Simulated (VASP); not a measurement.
Wanted: the native input for a VASP 6.6.1 run.

```yaml
Task: single point
Functional: LDA
Potentials_or_basis: VASP PAW LDA potentials, release 64 (Al, N)
Cutoff: 600 eV
k_mesh: 10 × 10 × 10
Occupations: gaussian, width 0.02 eV
Spin: no spin polarisation
Dipole_correction: no
Further_INCAR_settings: ALGO = Normal; EDIFF = 1e-06; NBANDS = 11
```

The structure of AlN lies in POSCAR:

```
AlN
1.0
    0.0000000000      2.1711439613      2.1711439613
    2.1711439613      0.0000000000      2.1711439613
    2.1711439613      2.1711439613      0.0000000000
Al N
1 1
Direct
    0.0000000000      0.0000000000      0.0000000000
    0.2500000000      0.2500000000      0.2500000000
```

These files were run (other wordings do the same):

INCAR

```
PREC     = Accurate       # precision mode
ENCUT    = 600            # plane-wave cutoff, eV
EDIFF    = 1E-6           # SCF threshold, eV
ISMEAR   = 0              # smearing method
SIGMA    = 0.02           # smearing width, eV
LREAL    = F              # projectors in reciprocal space
LASPH    = T              # aspherical terms in the spheres
NELM     = 120            # most SCF steps
ALGO     = Normal         # electronic algorithm
ISIF     = 2              # what is computed and relaxed
LWAVE    = F              # write WAVECAR
LCHARG   = F              # write CHGCAR
NBANDS   = 11             # bands
GGA_COMPAT= F
```

KPOINTS

```
Automatic mesh
0
Gamma
  10 10 10
```

Potentials or basis: VASP PAW LDA potentials, release 64 (Al, N).

The run is started by

```console
$ cat potpaw_LDA.64/Al/POTCAR potpaw_LDA.64/N/POTCAR > POTCAR
$ mpirun -np 1 vasp_std > vasp.out
```

Results of the run:

The pressure is 0.5 GPa and the band gap on the k mesh is 3.23 eV (least direct gap 4.39 eV).

Run time: 8.5 s on 1 thread of Intel(R) Xeon(R) 6975P-C (Granite Rapids) (shared host), peak memory 0.13 GiB.
